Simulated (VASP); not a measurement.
# SbPb (I4/mmm) in VASP: notebook

The runs below take SbPb through single point, with LDA.

All numbers are computed with VASP 6.6.1; they aren't measurements. Logs are shortened: lines on timing, memory, paths and dates and some standing lists are left out, and cuts for length are marked.

**1. The cell of the first run**

Symmetry: I4/mmm, No. 139, tetragonal system. The conventional cell has a = 4.308 Å, b = 4.308 Å, c = 6.601 Å, α = 90.00°, β = 90.00°, γ = 90.00°. Within 4.0 Å of Sb (site symmetry 4/mmm) lie 6 Pb at 3.05 to 3.30 Å. Pb (site symmetry 4/mmm) has 6 Sb at 3.05 to 3.30 Å within 4.0 Å.

**2. Single point, LDA (30.63 Å³/atom)**

INCAR reads:

```
SYSTEM = SbPb
PREC = Accurate
ENCUT = 520
EDIFF = 1E-6
ISMEAR = 0
SIGMA = 0.15
LREAL = .FALSE.
LASPH = .TRUE.
NELM = 80
ALGO = Fast
ISIF = 2
LWAVE = .FALSE.
LCHARG = .TRUE.
GGA = CA
LELF = .TRUE.
LVHAR = .TRUE.
NBANDS = 16
```

KPOINTS reads:

```
regular mesh
0
G
  14 14 14
  0 0 0
```

POSCAR reads:

```
SbPb
1.0
    0.0000000000      3.0462338584      3.3005943855
    3.0462338584      0.0000000000      3.3005943855
    3.0462338584      3.0462338584      0.0000000000
Sb Pb
1 1
Direct
    0.5000000000      0.5000000000      0.5000000000
    0.0000000000      0.0000000000      0.0000000000
```

Potentials or basis: VASP PAW LDA potentials, release 64 (Sb, Pb_d).

Launch:

```console
> cat potpaw_LDA.64/Sb/POTCAR potpaw_LDA.64/Pb_d/POTCAR > POTCAR
> mpirun -np 1 vasp_std > vasp.out
```

OUTCAR:

```text
SYSTEM = SbPb
   PREC = Accurate
   ENCUT = 520
   EDIFF = 1E-6
   ISMEAR = 0
   LREAL = .FALSE.
   LASPH = .TRUE.
   NELM = 80
   ISIF = 2
   GGA = CA

 ion  position               nearest neighbor table
   1  0.500  0.500  0.500-   2 3.05   2 3.05   2 3.05   2 3.05   2 3.30   2 3.30
   2  0.000  0.000  0.000-   1 3.05   1 3.05   1 3.05   1 3.05   1 3.30   1 3.30

  LATTYP: Found a body centered tetragonal cell.
 ALAT       =     4.3080252367
 C/A-ratio  =     1.5323003948

  Lattice vectors:

 A1 = (  -3.0462338584,   0.0000000000,   3.3005943855)
 A2 = (   3.0462338584,   0.0000000000,   3.3005943855)
 A3 = (   0.0000000000,   3.0462338584,  -3.3005943855)

Analysis of symmetry for initial positions (statically):
=====================================================================
 Subroutine PRICEL returns:
 Original cell was already a primitive cell.

 Routine SETGRP: Setting up the symmetry group for a
 body centered tetragonal supercell.

 Subroutine GETGRP returns: Found 16 space group operations
 (whereof 16 operations were pure point group operations)
 out of a pool of 16 trial point group operations.

The static configuration has the point symmetry D_4h.

Analysis of symmetry for dynamics (positions and initial velocities):
=====================================================================
 Subroutine PRICEL returns:
 Original cell was already a primitive cell.

 Routine SETGRP: Setting up the symmetry group for a
 body centered tetragonal supercell.

 Subroutine GETGRP returns: Found 16 space group operations
 (whereof 16 operations were pure point group operations)
 out of a pool of 16 trial point group operations.

The dynamic configuration has the point symmetry D_4h.

 Subroutine INISYM returns: Found 16 space group operations
 (whereof 16 operations are pure point group operations),
 and found     1 'primitive' translations

----------------------------------------------------------------------------------------

                                     Primitive cell

  volume of cell :      61.2560

  direct lattice vectors                    reciprocal lattice vectors
     0.000000000  3.046233858  3.300594386    -0.164137103  0.164137103  0.151487866
     3.046233858  0.000000000  3.300594386     0.164137103 -0.164137103  0.151487866
     3.046233858  3.046233858  0.000000000     0.164137103  0.164137103 -0.151487866

  length of vectors
     4.491487951  4.491487951  4.308025237     0.277183244  0.277183244  0.277183244

  position of ions in fractional coordinates (direct lattice)
[... 81 lines left out ...]
   EDIFFG = 0.1E-04   stopping-criterion for IOM
   NSW    =      0    number of steps for IOM
   IBRION =     -1    ionic relax: 0-MD 1-quasi-New 2-CG
   NFREE  =      0    steps in history (QN), initial steepest desc. (CG)
   ISIF   =      2    stress and relaxation
   ISYM   =      2    0-nonsym 1-usesym 2-fastsym
   POTIM  = 0.5000    time-step for ionic-motion
   TEBEG  =    0.0;   TEEND  =   0.0 temperature during run
   PSTRESS=    0.0 pullay stress
   NELECT =      19.0000    total number of electrons
   NUPDOWN=      -1.0000    fix difference up-down
   EMIN   =  10.00;   EMAX   =-10.00  energy-range for DOS
   EFERMI =   0.00;   METHOD = LEGACY
   ISMEAR =     0;   SIGMA  =   0.15  broadening in eV -4-tet -1-fermi 0-gaus
   EFERMI_NEDOS =   21; number of points for ismear=-14 and -15
   IALGO  =     68    algorithm
   IMIX   =      4    mixing-type and parameters
     AMIX     =   0.40;   BMIX     =  1.00
     AMIX_MAG =   1.60;   BMIX_MAG =  1.00
  volume/ion in A,a.u.               =      30.63       206.69
  Fermi-wavevector in a.u.,A,eV,Ry     =   1.108179  2.094154 16.708773  1.228060
  Thomas-Fermi vector in A             =   2.244703
   LORBIT       =      0    0 simple, 1 ext, 2 COOP (PROOUT), +10 PAW based schemes
   GGA     = CA    functional components
   LHFCALC =     F    Hartree Fock is set to
   AEXX    =    0.0000 exact exchange contribution
   IVDW    =     0    specifies the selected vdW correction
   LEPSILON=     F    determine dielectric tensor
   LRPA    =     F    only Hartree local field effects (RPA)
 non-spin polarized calculation
 RMM-DIIS sequential band-by-band and
 Gauss-broadening in eV      SIGMA  =   0.15
  energy-cutoff  :      520.00
  volume of cell :       61.26
 maximum number of plane-waves:      1674
 NGX is ok and might be reduce to    36
   NGX = 17   NGY = 17   NGZ = 17

 number of electron      19.0000001 magnetization

 Free energy of the ion-electron system (eV)
  ---------------------------------------------------
  ext. energy  EPLUGINS =         0.00000000
  ---------------------------------------------------
  free energy    TOTEN  =        -8.87257831 eV

  energy without entropy =       -8.85904395  energy(sigma->0) =       -8.86581113

 E-fermi :   6.5010     XC(G=0):  -9.9830

 val. band max:        6.4947108777   @ k =   0.0714  -0.0000   0.0000
 cond. band min:       6.5041919543   @ k =   0.5000   0.0714   0.1429
 fundamental gap:      0.0094810766
 Fermi energy:         6.5009518636

 k-point     1 :       0.0000    0.0000    0.0000
  band No.  band energies     occupation
      1     -10.2769      2.00000
      2     -10.2602      2.00000
      3     -10.2523      2.00000
      4     -10.2259      2.00000
      5     -10.2259      2.00000
      6      -5.3880      2.00000
[... 433 lines left out ...]
      3     -10.2515      2.00000
      4     -10.2156      2.00000
      5     -10.2127      2.00000
      6      -4.6759      2.00000
[... 8 lines left out ...]
     15      14.1498      0.00000
     16      14.4608      0.00000

 [... further k-points ...]

------------------------ aborting loop because EDIFF is reached ----------------------------------------

  FORCE on cell =-STRESS in cart. coord.  units (eV):
  Direction    XX          YY          ZZ          XY          YZ          ZX
  --------------------------------------------------------------------------------------
  -------------------------------------------------------------------------------------
  Total        0.5350244      0.5350244     -1.8324302      0.0000000      0.0000000     -0.0000000
  in kB       13.9937958     13.9937958    -47.9280082      0.0000000      0.0000000     -0.0000000
  external PRESSURE =      -6.6468055 kB  Pullay stress =       0.0000000 kB

 VOLUME and BASIS-vectors are now :
 -----------------------------------------------------------------------------
  energy-cutoff  :      520.00
  volume of cell :       61.26
      direct lattice vectors                 reciprocal lattice vectors
     0.000000000  3.046233858  3.300594386    -0.164137103  0.164137103  0.151487866
     3.046233858  0.000000000  3.300594386     0.164137103 -0.164137103  0.151487866
     3.046233858  3.046233858  0.000000000     0.164137103  0.164137103 -0.151487866

 POSITION                                       TOTAL-FORCE (eV/Angst)
 -----------------------------------------------------------------------------------
      3.04623      3.04623      3.30059        -0.000000     -0.000000      0.000000
      0.00000      0.00000      0.00000         0.000000      0.000000     -0.000000
 -----------------------------------------------------------------------------------
    total drift:                               -0.000000      0.000000      0.000000

  FREE ENERGIE OF THE ION-ELECTRON SYSTEM (eV)
  ---------------------------------------------------
  free  energy   TOTEN  =        -8.8725783085 eV

  energy  without entropy=       -8.8590439547  energy(sigma->0) =       -8.86581113
```

It took 3.4 min on 1 thread of Oxide Virtual Turin-like, shared host; peak memory 0.33 GiB.

What came out:

```
Free energy            : -8.8726 eV
Pressure               : -0.7 GPa
Band gap on the k mesh : zero (an odd number of electrons rules out a gap without spin polarisation)
```

Levels at points of the mesh, in eV from the Fermi level:
```
           k point  band 8  band 9  band 10  band 11  band 12  band 13
(0.00, 0.00, 0.00)   -1.01   -1.01    -0.01     3.24     5.34     5.34
(0.50, 0.00, 0.00)   -0.17    0.28     0.72     1.13     1.38     1.55
(0.50, 0.50, 0.00)   -4.67   -2.49    -2.49     3.26     6.92     6.92
(0.50, 0.00, 0.50)   -4.83   -3.21    -2.22     3.01     5.50     7.77
```

Caveat: the stress differs along the axes, from -5 to 1 GPa; spin-orbit coupling is left out, which moves the levels of the heavy elements.

**3. Single point, LDA (30.63 Å³/atom)**

INCAR reads:

```
PREC = Accurate
ENCUT = 520
EDIFF = 1E-6
ISMEAR = 0
SIGMA = 0.15
LREAL = False
LASPH = True
NELM = 80
ALGO = Fast
ISIF = 2
LWAVE = False
LCHARG = False
GGA = CA
NBANDS = 16
```

KPOINTS reads:

```
regular mesh
0
Gamma
  14 14 14
```

POSCAR reads:

```
SbPb
1.0
    0.0000000000      3.1849559761      3.0193382653
    3.1849559761      0.0000000000      3.0193382653
    3.1849559761      3.1849559761      0.0000000000
Sb Pb
1 1
Direct
    0.5000000000      0.5000000000      0.5000000000
    0.0000000000      0.0000000000      0.0000000000
```

Potentials or basis: VASP PAW LDA potentials, release 64 (Sb, Pb_d).

Launch:

```console
> cat potpaw_LDA.64/Sb/POTCAR potpaw_LDA.64/Pb_d/POTCAR > POTCAR
> mpirun -np 1 vasp_std > vasp.out
```

OUTCAR:

```text
PREC = Accurate
   ENCUT = 520
   EDIFF = 1E-6
   ISMEAR = 0
   LREAL = False
   LASPH = True
   NELM = 80
   ISIF = 2
   GGA = CA

 ion  position               nearest neighbor table
   1  0.500  0.500  0.500-   2 3.02   2 3.02   2 3.18   2 3.18   2 3.18   2 3.18
   2  0.000  0.000  0.000-   1 3.02   1 3.02   1 3.18   1 3.18   1 3.18   1 3.18

  LATTYP: Found a body centered tetragonal cell.
 ALAT       =     4.5042079370
 C/A-ratio  =     1.3406744571

  Lattice vectors:

 A1 = (   0.0000000000,  -3.1849559761,  -3.0193382653)
 A2 = (   0.0000000000,   3.1849559761,  -3.0193382653)
 A3 = (   3.1849559761,   0.0000000000,   3.0193382653)

Analysis of symmetry for initial positions (statically):
=====================================================================
 Subroutine PRICEL returns:
 Original cell was already a primitive cell.

 Routine SETGRP: Setting up the symmetry group for a
 body centered tetragonal supercell.

 Subroutine GETGRP returns: Found 16 space group operations
 (whereof 16 operations were pure point group operations)
 out of a pool of 16 trial point group operations.

The static configuration has the point symmetry D_4h.

Analysis of symmetry for dynamics (positions and initial velocities):
=====================================================================
 Subroutine PRICEL returns:
 Original cell was already a primitive cell.

 Routine SETGRP: Setting up the symmetry group for a
 body centered tetragonal supercell.

 Subroutine GETGRP returns: Found 16 space group operations
 (whereof 16 operations were pure point group operations)
 out of a pool of 16 trial point group operations.

The dynamic configuration has the point symmetry D_4h.

 Subroutine INISYM returns: Found 16 space group operations
 (whereof 16 operations are pure point group operations),
 and found     1 'primitive' translations

[... 115 lines left out ...]
  volume/ion in A,a.u.               =      30.63       206.69
  Fermi-wavevector in a.u.,A,eV,Ry     =   1.108179  2.094154 16.708773  1.228060
  Thomas-Fermi vector in A             =   2.244703
   LORBIT       =      0    0 simple, 1 ext, 2 COOP (PROOUT), +10 PAW based schemes
   GGA     = CA    functional components
   LHFCALC =     F    Hartree Fock is set to
   AEXX    =    0.0000 exact exchange contribution
   IVDW    =     0    specifies the selected vdW correction
   LEPSILON=     F    determine dielectric tensor
   LRPA    =     F    only Hartree local field effects (RPA)
 non-spin polarized calculation
 RMM-DIIS sequential band-by-band and
 Gauss-broadening in eV      SIGMA  =   0.15
  energy-cutoff  :      520.00
  volume of cell :       61.26
 maximum number of plane-waves:      1679
 NGX is ok and might be reduce to    36
   NGX = 17   NGY = 17   NGZ = 17

 number of electron      19.0000001 magnetization

 Free energy of the ion-electron system (eV)
  ---------------------------------------------------
  ext. energy  EPLUGINS =         0.00000000
  ---------------------------------------------------
  free energy    TOTEN  =        -8.90452792 eV

  energy without entropy =       -8.89163885  energy(sigma->0) =       -8.89808339

 E-fermi :   6.4975     XC(G=0):  -9.9867

 val. band max:        6.4953001819   @ k =   0.0714   0.0000   0.0714
 cond. band min:       6.5023907799   @ k =  -0.0714   0.0714   0.0000
 fundamental gap:      0.0070905980
 Fermi energy:         6.4974985608

 k-point     1 :       0.0000    0.0000    0.0000
  band No.  band energies     occupation
      1     -10.2599      2.00000
      2     -10.2291      2.00000
      3     -10.2206      2.00000
      4     -10.2206      2.00000
      5     -10.1993      2.00000
      6      -5.3639      2.00000
[... 433 lines left out ...]
      3     -10.2089      2.00000
      4     -10.2008      2.00000
      5     -10.2007      2.00000
      6      -4.4758      2.00000
[... 8 lines left out ...]
     15      14.5676      0.00000
     16      14.7593      0.00000

 [... further k-points ...]

------------------------ aborting loop because EDIFF is reached ----------------------------------------

  FORCE on cell =-STRESS in cart. coord.  units (eV):
  Direction    XX          YY          ZZ          XY          YZ          ZX
  --------------------------------------------------------------------------------------
  -------------------------------------------------------------------------------------
  Total       -1.1141650     -1.1141650      1.0714483      0.0000000      0.0000000      0.0000000
  in kB      -29.1414696    -29.1414696     28.0241976      0.0000000      0.0000000      0.0000000
  external PRESSURE =     -10.0862472 kB  Pullay stress =       0.0000000 kB

 VOLUME and BASIS-vectors are now :
 -----------------------------------------------------------------------------
  energy-cutoff  :      520.00
  volume of cell :       61.26
      direct lattice vectors                 reciprocal lattice vectors
     0.000000000  3.184955976  3.019338265    -0.156988041  0.156988041  0.165599200
     3.184955976  0.000000000  3.019338265     0.156988041 -0.156988041  0.165599200
     3.184955976  3.184955976  0.000000000     0.156988041  0.156988041 -0.165599200

 POSITION                                       TOTAL-FORCE (eV/Angst)
 -----------------------------------------------------------------------------------
      3.18496      3.18496      3.01934        -0.000000      0.000000      0.000000
      0.00000      0.00000      0.00000         0.000000     -0.000000     -0.000000
 -----------------------------------------------------------------------------------
    total drift:                               -0.000000      0.000000      0.000000

  FREE ENERGIE OF THE ION-ELECTRON SYSTEM (eV)
  ---------------------------------------------------
  free  energy   TOTEN  =        -8.9045279217 eV

  energy  without entropy=       -8.8916388495  energy(sigma->0) =       -8.89808339
```

OSZICAR:

```text
N       E                     dE             d eps       ncg     rms          rms(c)
DAV:   1     0.143631623468E+03    0.14363E+03   -0.83337E+03  7816   0.111E+03
DAV:   2    -0.477998476193E+00   -0.14411E+03   -0.14048E+03  8824   0.303E+02
DAV:   3    -0.873803103224E+01   -0.82600E+01   -0.81750E+01 10168   0.785E+01
DAV:   4    -0.893551343468E+01   -0.19748E+00   -0.19744E+00  9480   0.148E+01
DAV:   5    -0.894447214787E+01   -0.89587E-02   -0.89586E-02 11280   0.268E+00    0.213E+00
RMM:   6    -0.891014264637E+01    0.34330E-01   -0.40081E-02  8871   0.220E+00    0.127E+00
RMM:   7    -0.890511805241E+01    0.50246E-02   -0.19049E-02  9218   0.106E+00    0.389E-01
RMM:   8    -0.890440334493E+01    0.71471E-03   -0.33378E-03  9674   0.888E-01    0.357E-02
RMM:   9    -0.890451565890E+01   -0.11231E-03   -0.14353E-03 11920   0.342E-01    0.310E-02
RMM:  10    -0.890452479463E+01   -0.91357E-05   -0.31628E-04 11389   0.217E-01    0.187E-02
RMM:  11    -0.890452785005E+01   -0.30554E-05   -0.78214E-05 10918   0.874E-02    0.855E-03
RMM:  12    -0.890452798227E+01   -0.13221E-06   -0.11077E-05 10496   0.341E-02    0.403E-03
RMM:  13    -0.890452792172E+01    0.60541E-07   -0.21932E-06  6193   0.186E-02
   1 F= -.89045279E+01 E0= -.88980834E+01  d E =-.128891E-01
```

stdout:

```text
POSCAR found type information on POSCAR SbPb
 POSCAR found :  2 types and       2 ions
 scaLAPACK will be used
 LDA part: xc-table for (Slater(with rela. corr.)+CA(PZ))
 , standard interpolation
 POSCAR, INCAR and KPOINTS ok, starting setup
 FFT: planning ... GRIDC
 FFT: planning ... GRID_SOFT
 FFT: planning ... GRID
 WAVECAR not read
 entering main loop
```

Run time: 4 min. Hardware: 1 thread of Oxide Virtual Turin-like, shared host; peak memory 0.34 GiB.

What came out:

```yaml
Free_energy: -8.9045 eV
Pressure: -1.0 GPa
Band_gap_on_the_k_mesh: zero (an odd number of electrons rules out a gap without spin polarisation)
```

Caveat: the stress differs along the axes, from -3 to 3 GPa; spin-orbit coupling is left out, which moves the levels of the heavy elements.
